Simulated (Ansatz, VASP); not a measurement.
**Cd3O: VASP beside Ansatz**

```xyz
8
Lattice="5.2923 0.0000 0.0000 -2.6461 4.5832 0.0000 0.0000 0.0000 6.2804" Properties=species:S:1:pos:R:3 pbc="T T T"
Cd    1.8381    0.0000    1.5701
Cd   -0.9191    1.5919    1.5701
Cd    1.7271    2.9914    1.5701
Cd    3.4541    0.0000    4.7103
Cd   -1.7271    2.9914    4.7103
Cd    0.9191    1.5919    4.7103
O     0.0000    0.0000    0.0000
O     0.0000    0.0000    3.1402
```

Alike in both runs: task single point; functional PBE; k mesh 6 × 6 × 4; occupations gaussian, width 0.2 eV; no spin polarisation.

|  | VASP | Ansatz |
| --- | --- | --- |
| version | VASP 6.6.1 | Ansatz 0.2.0 |
| potentials or method | VASP PAW PBE potentials, release 64 (Cd, O), cutoff 520 eV | scalar-relativistic, plane waves, PAW |
| valence electrons in the cell | 84 | 132 |

VASP gave:

| Property | Result |
| --- | --- |
| gap on the k mesh at the Fermi level (eV) | none |
| pressure (GPa) | 0.5 |
| traceless stress, the component that is largest in VASP (GPa) | -0.16 |
| rms of the force components (eV/Å) | 0.024 |

Estimate Ansatz's values.

gap on the k mesh at the Fermi level (eV): none; pressure (GPa): 0.0; traceless stress, the component that is largest in VASP (GPa): -0.15; rms of the force components (eV/Å): 0.002.

Atom by atom the forces differ by 0.022 eV/Å (rms over components). A gap of «none» marks a metal or a gap that the smearing closes. VASP's potentials hold 84 valence electrons a cell and Ansatz's 132, so a difference there can come from the potentials and not from the codes.
